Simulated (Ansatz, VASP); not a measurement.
# ZnS in VASP and in Ansatz

```
Zn S
1.0
     3.81100    0.00000    0.00000
    -1.90550    3.30042    0.00000
     0.00000    0.00000    6.23400
Zn S
2 2
Direct
  0.66667 0.33333 0.50000
  0.33333 0.66667 0.00000
  0.66667 0.33333 0.88500
  0.33333 0.66667 0.38500
```

Alike in both runs: task single point; functional PBE-based screened hybrid with a share of 0.1 of exact exchange and HFSCREEN = 0.2078699; k mesh 5 × 5 × 3; occupations fermi-dirac, width 0.05 eV; no spin polarisation.

|  | VASP | Ansatz |
| --- | --- | --- |
| version | VASP 6.6.1 | Ansatz 0.2.0 |
| potentials or method | VASP PAW PBE potentials, release 64 (Zn, S) | Ansatz PAW |
| plane-wave cutoff (eV) | 520 | 420 |
| valence electrons in the cell | 36 | 36 |

Ansatz gave:

```
gap on the k mesh at the Fermi level (eV)                     : 2.73
least direct gap on the mesh (eV)                             : 2.73
pressure (GPa)                                                : 2.1
traceless stress, the component that is largest in VASP (GPa) : -1.47
rms of the force components (eV/Å)                            : 0.188
```

Task: Estimate VASP's values.

Result: gap on the k mesh at the Fermi level (eV): 2.73; least direct gap on the mesh (eV): 2.73; pressure (GPa): 2.2; traceless stress, the component that is largest in VASP (GPa): -1.48; rms of the force components (eV/Å): 0.189.

VASP's potentials were made for PBE, not for PBE-based screened hybrid. Atom by atom the forces differ by 0.001 eV/Å (rms over components).

Noted on Ansatz's run: odd divisions of the mesh miss points on the zone boundary, where band edges often lie, so the gap on the mesh can be too wide.
